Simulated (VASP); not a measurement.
Here is a VASP 6.6.1 calculation.

The input INCAR:

```
SYSTEM = SrO
ALGO = Normal
EDIFF = 1E-6
ENCUT = 600
GGA = PS
GGA_COMPAT = .FALSE.
ISIF = 2
ISMEAR = 0
LASPH = .TRUE.
LCHARG = .TRUE.
LELF = .TRUE.
LREAL = .FALSE.
LVHAR = .TRUE.
LWAVE = .FALSE.
NBANDS = 15
NELM = 120
PREC = Accurate
SIGMA = 0.01
```

The input KPOINTS:

```
k-points
0
G
  6 6 6
  0 0 0
```

The input POSCAR:

```
SrO
1.0
   -0.0216392081      2.5465331913      2.5465331913
    2.5465331913     -0.0216392081      2.5465331913
    2.5465331913      2.5465331913     -0.0216392081
Sr O
1 1
Direct
    0.0000000000      0.0000000000      0.0000000000
    0.5000000000      0.5000000000      0.5000000000
```

Potentials or basis: VASP PAW PBE potentials, release 64 (Sr_sv, O).

Run with:

```bash
$ cat potpaw_PBE.64/Sr_sv/POTCAR potpaw_PBE.64/O/POTCAR > POTCAR
$ mpirun -np 1 vasp_std > vasp.out
```

Q: What does it give for the pressure?

A: 1.0 GPa.

Q: What does it give for the band gap on the k mesh?

A: 3.13 eV (least direct gap 3.21 eV).

Stress tensor (GPa, compression positive):
```
1.00 0.45 0.45
0.45 1.00 0.45
0.45 0.45 1.00
```

Caveat: the PAW data sets were made with another functional, which shifts forces and pressure a little. A k mesh can miss the band edges.
